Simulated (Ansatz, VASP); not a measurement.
**WS: VASP beside Ansatz**

```xyz
2
Lattice="3.0079 0.0000 0.0000 0.0000 3.0079 0.0000 0.0000 0.0000 3.0079" Properties=species:S:1:pos:R:3 pbc="T T T"
W     1.5039    1.5039    1.5039
S     0.0000    0.0000    0.0000
```

Alike in both runs: functional r2SCAN; k mesh 5 × 5 × 5; occupations fermi-dirac, width 0.05 eV; no spin polarisation.

|  | VASP | Ansatz |
| --- | --- | --- |
| version | VASP 6.6.1 | Ansatz 0.2.0 |
| potentials or method | VASP PAW PBE potentials, release 64 (W_sv, S) | Ansatz PAW |
| plane-wave cutoff (eV) | 520 | 500 |
| valence electrons in the cell | 20 | 20 |
| task | single point | projected density of states |

```tsv
	VASP	Ansatz	Ansatz less VASP
gap on the k mesh at the Fermi level (eV)	none	none	-
pressure (GPa)	-2.0	-2.9	-0.82
```

VASP's potentials were made for PBE, not for r2SCAN. A gap of «none» marks a metal or a gap that the smearing closes.

The k mesh is coarse, so the values compare programs but aren't converged. Spin-orbit coupling is off throughout.
